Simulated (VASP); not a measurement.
Set up this calculation in VASP 6.6.1, as the native input.

```
Task                   : single point
Functional             : PBEsol
Potentials or basis    : VASP PAW PBE potentials, release 64 (Ni, Al)
Cutoff                 : 520 eV
k mesh                 : 8 × 8 × 8
Occupations            : fermi-dirac, width 0.05 eV
Spin                   : collinear spin, ferrimagnetic start
Starting moments       : [1.0, -0.5, 1.0, 0.0] μB
Dipole correction      : no
Further INCAR settings : ALGO = Fast; EDIFF = 1e-06; NBANDS = 28
```

The structure of AlNi3 lies in POSCAR:

```
AlNi3
1.0
    0.0000000000      2.8018887551      2.8018887551
    2.8018887551      0.0000000000      2.8018887551
    2.8018887551      2.8018887551      0.0000000000
Ni Al
3 1
Direct
    0.7500000000      0.7500000000      0.7500000000
    0.0000000000      0.0000000000      0.0000000000
    0.2500000000      0.2500000000      0.2500000000
    0.5000000000      0.5000000000      0.5000000000
```

These files were run (other wordings do the same):

INCAR

```
SYSTEM = AlNi3
PREC = Accurate ; ENCUT = 520
EDIFF = 1E-6 ; ISMEAR = -1
SIGMA = 0.05 ; LREAL = .FALSE.
LASPH = .TRUE. ; NELM = 150
ALGO = Fast ; ISIF = 2
LWAVE = .FALSE. ; LCHARG = .FALSE.
ISPIN = 2 ; MAGMOM = 1 -0.5 1 0
LORBIT = 11 ; LMAXMIX = 4
GGA = PS ; NBANDS = 28
```

KPOINTS

```
regular mesh
0
G
  8 8 8
  0 0 0
```

Potentials or basis: VASP PAW PBE potentials, release 64 (Ni, Al).

Launch:

```console
$ cat potpaw_PBE.64/Ni/POTCAR potpaw_PBE.64/Al/POTCAR > POTCAR
$ mpirun -np 1 vasp_std > vasp.out
```

It gave:

The pressure is -0.7 GPa. The net moment is 0.00 μB per cell and the valence electrons inside the program's atomic spheres are Ni 9.47, 9.41; Al 0.82.

Caveat: the PAW data sets were made with another functional, which shifts forces and pressure a little.

It took 78 s on 1 thread of Intel(R) Xeon(R) Platinum 8259CL CPU @ 2.50GHz (Skylake/Cascade Lake), on a shared host, peak memory 0.21 GiB.
